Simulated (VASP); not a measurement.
A run of VASP 6.6.1 is set up as follows.

INCAR

```
SYSTEM = Ca5GeN2
PREC = Accurate
ENCUT = 520
EDIFF = 1E-7
ISMEAR = 0
SIGMA = 0.1
LREAL = .False.
LASPH = .True.
NELM = 100
ALGO = Normal
ISIF = 2
LWAVE = .False.
LCHARG = .False.
GGA = PE
NBANDS = 47
```

The input KPOINTS:

```
regular mesh
0
Gamma
  8 8 6
  0 0 0
```

Contents of POSCAR:

```
Ca5GeN2
1.0
    2.3754836040     -6.9758849189      0.0000000000
    2.3754836040      6.9758849189      0.0000000000
    0.0000000000      0.0000000000      4.6681733521
Ca Ge N
5 1 2
Direct
    0.3350638076      0.6649361924      0.0000000000
    0.6649361924      0.3350638076      0.0000000000
    0.1426846724      0.8573153276      0.5000000000
    0.8573153276      0.1426846724      0.5000000000
    0.0000000000      0.0000000000      0.0000000000
    0.5000000000      0.5000000000      0.5000000000
    0.1675549320      0.8324450680      0.0000000000
    0.8324450680      0.1675549320      0.0000000000
```

Potentials or basis: VASP PAW PBE potentials, release 64 (Ca_sv, Ge_d, N).

The run is started by

```bash
$ cat potpaw_PBE.64/Ca_sv/POTCAR potpaw_PBE.64/Ge_d/POTCAR potpaw_PBE.64/N/POTCAR > POTCAR
$ mpirun -np 1 vasp_std > vasp.out
```

Question: Estimate the pressure.

Answer: 8.9 GPa.

Question: Predict the largest force.

Answer: 0.024 eV/Å.

Forces on the atoms (eV/Å):
```
Ca   0.000 -0.024  0.000
Ca   0.000  0.024  0.000
Ca   0.000  0.002  0.000
Ca   0.000 -0.002  0.000
Ca   0.000  0.000  0.000
Ge   0.000  0.000  0.000
N    0.000 -0.012  0.000
N    0.000  0.012  0.000
```

Caveat: the cell stands under pressure.
